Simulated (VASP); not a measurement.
Set up this calculation in VASP 6.6.1, as the native input.

```yaml
Task: single point
Functional: PBE
Potentials_or_basis: VASP PAW PBE potentials, release 64 (Co, O)
Cutoff: 520 eV
k_mesh: 5 × 10 × 10
Occupations: fermi-dirac, width 0.05 eV
Spin: no spin polarisation
Hubbard_terms: Co d U = 3.3 eV
Dipole_correction: no
Further_INCAR_settings: ALGO = Normal; EDIFF = 1e-06; NBANDS = 23
```

The structure of CoO lies in POSCAR:

```
CoO
1.0
   -3.0160000000      3.0160000000      4.2144950800
    1.5080000000     -1.5080000000      2.1072475400
    1.5080000000      1.5080000000     -2.1072475400
Co O
2 2
Direct
    0.0000000000      0.0000000000      0.0000000000
    0.5000000000      0.0000000000      0.0000000000
    0.2500000000      0.5000000000      0.0000000000
    0.7500000000      0.5000000000      0.0000000000
```

These files were run (other wordings do the same):

INCAR

```
  PREC = Accurate
  ENCUT = 520
  EDIFF = 1E-6
  ISMEAR = -1
  SIGMA = 0.05
  LREAL = F
  LASPH = T
  NELM = 150
  ALGO = Normal
  ISIF = 2
  LWAVE = F
  LCHARG = T
  LMAXMIX = 4
  LDAU = T
  LDAUTYPE = 2
  LDAUL = 2 -1
  LDAUU = 3.3 0
  LDAUJ = 0 0
  LDAUPRINT = 1
  GGA = PE
  LELF = T
  LVHAR = T
  NBANDS = 23
```

KPOINTS

```
Automatic mesh
0
Gamma
  5 10 10
```

Potentials or basis: VASP PAW PBE potentials, release 64 (Co, O).

Run with:

```bash
$ cat potpaw_PBE.64/Co/POTCAR potpaw_PBE.64/O/POTCAR > POTCAR
$ mpirun -np 1 vasp_std > vasp.out
```

Results of the run:

The pressure is -18.4 GPa and the band gap on the k mesh is zero (bands 15 and 16 overlap by 1.13 eV).

Caveat: the cell stands under tension; the run has no spin polarisation, though such a crystal can be magnetic; U without spin polarisation on a metal has little footing.

It took 3.5 min on 1 thread of Intel Xeon 8259CL, with other jobs on the host, peak memory 0.25 GiB.
